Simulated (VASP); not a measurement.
# Si in VASP: relaxation of the atoms with PBE+D3(BJ)

Aim: the relaxation of the atoms of Si with PBE+D3(BJ).

Everything below comes from runs of VASP 6.6.1. Logs are shortened: lines on timing, memory, paths and dates and some standing lists are left out, and cuts for length are marked.

**1. The cell of the first run**

The cell holds a slab with vacuum, 4 atoms: a = 3.847 Å, b = 3.847 Å, c = 18.445 Å, α = 90.00°, β = 90.00°, γ = 120.00°.

**2. Relaxation of the atoms, PBE+D3(BJ)**

File INCAR:

```
SYSTEM = Si
ALGO = Normal
DIPOL = 0.5 0.5 0.342
EDIFF = 1E-7
EDIFFG = -0.003
ENCUT = 450
GGA = PE
GGA_COMPAT = .FALSE.
IBRION = 2
IDIPOL = 3
ISIF = 2
ISMEAR = 0
IVDW = 12
LASPH = .TRUE.
LCHARG = .FALSE.
LDIPOL = .TRUE.
LREAL = .FALSE.
LWAVE = .FALSE.
NELM = 120
NELMDL = -8
NELMIN = 4
NSW = 40
PREC = Accurate
SIGMA = 0.1
```

File KPOINTS:

```
k-points
0
G
  9 9 1
  0 0 0
```

File POSCAR:

```
Si
1.0
    3.8472023583      0.0000000000      0.0000000000
   -1.9236011791      3.3317749758      0.0000000000
    0.0000000000      0.0000000000     18.4446971457
Si
4
Selective dynamics
Direct
    0.3333333333      0.6666666667      0.2843784851  F F T
    0.6666666667      0.3333333333      0.2439725610  F F F
    0.8333333333      0.6666666667      0.4397297120  F F T
    0.5000000000      1.0000000000      0.3993355029  F F T
```

Potentials or basis: VASP PAW PBE potentials, release 64 (Si).

Run with:

```console
cat potpaw_PBE.64/Si/POTCAR > POTCAR
mpirun -np 1 vasp_std > vasp.out
```

OUTCAR:

```text
SYSTEM = Si
   EDIFF = 1E-7
   EDIFFG = -0.003
   ENCUT = 450
   GGA = PE
   IBRION = 2
   ISIF = 2
   ISMEAR = 0
   IVDW = 12
   LASPH = .TRUE.
   LREAL = .FALSE.
   NELM = 120
   NELMDL = -8
   NELMIN = 4
   NSW = 40
   PREC = Accurate
 IVDW          = 12

 ion  position               nearest neighbor table
   1  0.333  0.667  0.284-   2 2.34   2 2.34   2 2.34   4 2.39
   2  0.667  0.333  0.244-   1 2.34   1 2.34   1 2.34   4 3.07
   3  0.833  0.667  0.440-   4 2.34   4 2.34   4 2.34
   4  0.500  0.000  0.399-   3 2.34   3 2.34   3 2.34   1 2.39   2 3.07

  LATTYP: Found a hexagonal cell.
 ALAT       =     3.8472023583
 C/A-ratio  =     4.7943142647

  Lattice vectors:

 A1 = (   3.8472023583,   0.0000000000,   0.0000000000)
 A2 = (  -1.9236011791,   3.3317749758,   0.0000000000)
 A3 = (   0.0000000000,   0.0000000000,  18.4446971457)

Analysis of symmetry for initial positions (statically):
=====================================================================
 Subroutine PRICEL returns:
 Original cell was already a primitive cell.

 Routine SETGRP: Setting up the symmetry group for a
 hexagonal supercell.

 Subroutine GETGRP returns: Found  2 space group operations
 (whereof  2 operations were pure point group operations)
 out of a pool of 24 trial point group operations.

The static configuration has the point symmetry C_1h.

Analysis of symmetry for dynamics (positions and initial velocities):
=====================================================================
 Subroutine PRICEL returns:
 Original cell was already a primitive cell.

 Routine SETGRP: Setting up the symmetry group for a
 hexagonal supercell.

 Subroutine GETGRP returns: Found  2 space group operations
 (whereof  2 operations were pure point group operations)
 out of a pool of 24 trial point group operations.

The dynamic configuration has the point symmetry C_1h.

Analysis of constrained symmetry for selective dynamics:
=====================================================================
 Subroutine PRICEL returns:
 Original cell was already a primitive cell.

 Routine SETGRP: Setting up the symmetry group for a
 hexagonal supercell.

 Subroutine GETGRP returns: Found  2 space group operations
 (whereof  2 operations were pure point group operations)
 out of a pool of 24 trial point group operations.

The constrained configuration has the point symmetry C_1h.

 Subroutine INISYM returns: Found  2 space group operations
 (whereof  2 operations are pure point group operations),
 and found     1 'primitive' translations

----------------------------------------------------------------------------------------

                                     Primitive cell

  volume of cell :     236.4244

  direct lattice vectors                    reciprocal lattice vectors
     3.847202358  0.000000000  0.000000000     0.259929140  0.150070159  0.000000000
    -1.923601179  3.331774976  0.000000000     0.000000000  0.300140318  0.000000000
     0.000000000  0.000000000 18.444697146     0.000000000  0.000000000  0.054216125

  length of vectors
     3.847202358  3.847202358 18.444697146     0.300140318  0.300140318  0.054216125

  position of ions in fractional coordinates (direct lattice)
     0.333333333  0.666666667  0.284378485
     0.666666667  0.333333333  0.243972561
     0.833333333  0.666666667  0.439729712
     0.500000000  0.000000000  0.399335503

  ion indices of the primitive-cell ions
   primitive index   ion index
                 1           1
                 2           2
                 3           3
                 4           4

----------------------------------------------------------------------------------------

 KPOINTS: k-points

[... 53 lines left out ...]
   ions per type =               4
   NGX,Y,Z   is equivalent  to a cutoff of  12.10, 12.10, 11.54 a.u.
   NGXF,Y,Z  is equivalent  to a cutoff of  24.20, 24.20, 23.07 a.u.
 SYSTEM =  Si
   PREC   = accura    normal or accurate (medium, high low for compatibility)
   ISTART =      0    job   : 0-new  1-cont  2-samecut
   ICHARG =      2    charge: 1-file 2-atom 10-const
   ISPIN  =      1    spin polarized calculation?
   LNONCOLLINEAR =      F non collinear calculations
   LSORBIT =      F    spin-orbit coupling
   LASPH  =      T    aspherical Exc in radial PAW
   ENCUT  =  450.0 eV  33.07 Ry    5.75 a.u.   6.65  6.65 31.90*2*pi/ulx,y,z
   NELM   =    120;   NELMIN=  4; NELMDL= -8     # of ELM steps
   EDIFF  = 0.1E-06   stopping-criterion for ELM
   LREAL  =      F    real-space projection
   EDIFFG = -.3E-02   stopping-criterion for IOM
   NSW    =     40    number of steps for IOM
   IBRION =      2    ionic relax: 0-MD 1-quasi-New 2-CG
   NFREE  =      1    steps in history (QN), initial steepest desc. (CG)
   ISIF   =      2    stress and relaxation
   ISYM   =      2    0-nonsym 1-usesym 2-fastsym
   POTIM  = 0.5000    time-step for ionic-motion
   TEBEG  =    0.0;   TEEND  =   0.0 temperature during run
   PSTRESS=    0.0 pullay stress
   NELECT =      16.0000    total number of electrons
   NUPDOWN=      -1.0000    fix difference up-down
   EMIN   =  10.00;   EMAX   =-10.00  energy-range for DOS
   EFERMI =   0.00;   METHOD = LEGACY
   ISMEAR =     0;   SIGMA  =   0.10  broadening in eV -4-tet -1-fermi 0-gaus
   EFERMI_NEDOS =   21; number of points for ismear=-14 and -15
   IALGO  =     38    algorithm
   IMIX   =      4    mixing-type and parameters
     AMIX     =   0.40;   BMIX     =  1.00
     AMIX_MAG =   1.60;   BMIX_MAG =  1.00
  volume/ion in A,a.u.               =      59.11       398.87
  Fermi-wavevector in a.u.,A,eV,Ry     =   0.667141  1.260713  6.055636  0.445077
  Thomas-Fermi vector in A             =   1.741657
   LORBIT       =      0    0 simple, 1 ext, 2 COOP (PROOUT), +10 PAW based schemes
   GGA     = PE    functional components
   LHFCALC =     F    Hartree Fock is set to
   AEXX    =    0.0000 exact exchange contribution
   IVDW    =    12    specifies the selected vdW correction
   LEPSILON=     F    determine dielectric tensor
   LRPA    =     F    only Hartree local field effects (RPA)
 conjugate gradient relaxation of ions
 non-spin polarized calculation
 Gauss-broadening in eV      SIGMA  =   0.10
  energy-cutoff  :      450.00
  volume of cell :      236.42
 maximum number of plane-waves:      5169
   NGX = 13   NGY = 13   NGZ = 63

 dipolmoment           0.000000      0.000000     -0.015678 electrons x Angstroem

--------------------------------------- Ionic step        1  -------------------------------------------

 number of electron      15.9999999 magnetization

 Free energy of the ion-electron system (eV)
  ---------------------------------------------------
  ext. energy  EPLUGINS =         0.00000000
  ---------------------------------------------------
  free energy    TOTEN  =       -19.54976222 eV

  energy without entropy =      -19.54889974  energy(sigma->0) =      -19.54933098

------------------------ aborting loop because EDIFF is reached ----------------------------------------

 Edisp (eV)   -1.04037

 E8    (eV) :    -0.4540
[... 35 lines left out ...]
 number of electron      15.9999999 magnetization

------------------------ aborting loop because EDIFF is reached ----------------------------------------

 vacuum level on the upper side and lower side of the slab       (xc-potential included)        -0.028        -0.225

 Edisp (eV)   -1.03852

 E8    (eV) :    -0.4531

  FORCE on cell =-STRESS in cart. coord.  units (eV):
  Direction    XX          YY          ZZ          XY          YZ          ZX
  --------------------------------------------------------------------------------------
  -------------------------------------------------------------------------------------
  Total      -0.99532    -0.87401     0.30183    -0.00000     0.16618     0.00000
  in kB      -6.74501    -5.92291     2.04542    -0.00000     1.12617     0.00000
  external pressure =       -3.54 kB  Pullay stress =        0.00 kB
[... 61 lines left out ...]
  FREE ENERGIE OF THE ION-ELECTRON SYSTEM (eV)
  ---------------------------------------------------
  free  energy   TOTEN  =       -20.6030431808 eV

  energy  without entropy=      -20.6023213537  energy(sigma->0) =      -20.60268227

[... ionic steps 4 to 9 ...]

--------------------------------------- Ionic step       10  -------------------------------------------

 number of electron      16.0000000 magnetization

------------------------ aborting loop because EDIFF is reached ----------------------------------------
[... 79 lines left out ...]
--------------------------------------- Ionic step       12  -------------------------------------------

 number of electron      16.0000000 magnetization

 dipolmoment           0.000000      0.000000      0.017718 electrons x Angstroem

 Free energy of the ion-electron system (eV)
  ---------------------------------------------------
  ext. energy  EPLUGINS =         0.00000000
  ---------------------------------------------------
  free energy    TOTEN  =       -19.56852940 eV

  energy without entropy =      -19.56785916  energy(sigma->0) =      -19.56819428

 E-fermi :  -1.0560     XC(G=0):  -3.9606

 val. band max:       -1.1756424892   @ k =  -0.4444   0.2222   0.0000
 cond. band min:      -0.9362409261   @ k =   0.0000   0.3333   0.0000
 fundamental gap:      0.2394015631
 Fermi energy:        -1.0560065282

 k-point     1 :       0.0000    0.0000    0.0000
  band No.  band energies     occupation
      1     -12.9813      2.00000
      2     -11.3658      2.00000
      3      -6.2375      2.00000
      4      -2.4921      2.00000
      5      -2.2833      2.00000
      6      -2.2803      2.00000
      7      -2.0388      2.00000
      8      -1.7130      2.00000
      9       0.4063      0.00000
     10       0.9644      0.00000
     11       1.1784      0.00000
     12       1.6096      0.00000
[... 331 lines left out ...]
 k-point    24 :       0.4444    0.3333    0.0000
  band No.  band energies     occupation
      1     -10.6017      2.00000
      2      -9.0234      2.00000
      3      -8.4948      2.00000
      4      -7.6405      2.00000
      5      -5.4174      2.00000
      6      -4.6992      2.00000
      7      -3.5338      2.00000
      8      -1.7472      2.00000
      9      -0.3955      0.00000
     10       0.8642      0.00000
     11       2.3092      0.00000
     12       3.1422      0.00000

 [... further k-points ...]

------------------------ aborting loop because EDIFF is reached ----------------------------------------

 vacuum level on the upper side and lower side of the slab       (xc-potential included)         0.078        -0.189

 Edisp (eV)   -1.03507

 E8    (eV) :    -0.4514

  FORCE on cell =-STRESS in cart. coord.  units (eV):
  Direction    XX          YY          ZZ          XY          YZ          ZX
  --------------------------------------------------------------------------------------
  -------------------------------------------------------------------------------------
  Total      -0.88982    -0.84008    -0.01701    -0.00000     0.05026     0.00000
  in kB      -6.03004    -5.69300    -0.11524    -0.00000     0.34059     0.00000
  external pressure =       -3.95 kB  Pullay stress =        0.00 kB
[... 19 lines left out ...]
  FREE ENERGIE OF THE ION-ELECTRON SYSTEM (eV)
  ---------------------------------------------------
  free  energy   TOTEN  =       -20.6035964812 eV

  energy  without entropy=      -20.6029262415  energy(sigma->0) =      -20.60326136

 reached required accuracy - stopping structural energy minimisation

 vacuum level on the upper side and lower side of the slab         3.735         3.458
```

Run time: 7.9 min. Hardware: 1 thread of AMD EPYC 7R43 (Zen 3), shared host; peak memory 0.29 GiB.

Results:

- Free energy: -20.6036 eV
- Energy gained by relaxing: 3.4 meV/atom
- Ionic steps: 12
- Band gap on the k mesh: 0.24 eV (least direct gap 0.62 eV)
- Dispersion energy per atom: -0.259 eV

The path:
| step | energy change (eV) | largest force on free atoms (eV/Å) | pressure (GPa) |
| --- | --- | --- | --- |
| 1 | 0.0000 | 0.4140 | -0.33 |
| 2 | -0.0083 | 0.2472 | -0.35 |
| 3 | -0.0129 | 0.0610 | -0.38 |
| 4 | -0.0133 | 0.0358 | -0.39 |
| 5 | -0.0134 | 0.0095 | -0.41 |
| 6 | -0.0134 | 0.0053 | -0.41 |
| 7 | -0.0134 | 0.0061 | -0.41 |
| 8 | -0.0134 | 0.0051 | -0.41 |
| 9 | -0.0135 | 0.0044 | -0.40 |
| 10 | -0.0135 | 0.0079 | -0.39 |
| 11 | -0.0135 | 0.0064 | -0.40 |
| 12 | -0.0135 | 0.0023 | -0.39 |

Final structure:
```
Si
1.0
     3.84720    0.00000    0.00000
    -1.92360    3.33177    0.00000
     0.00000    0.00000   18.44470
Si
4
Direct
  0.33333 0.66667 0.28124
  0.66667 0.33333 0.24397
  0.83333 0.66667 0.44047
  0.50000 0.00000 0.40016
```

Levels at points of the mesh, in eV from the valence-band top:
```tsv
k point	band 5	band 6	band 7	band 8	band 9	band 10	band 11	band 12
(0.00, 0.00, 0.00)	-1.11	-1.10	-0.86	-0.54	1.58	2.14	2.35	2.79
```
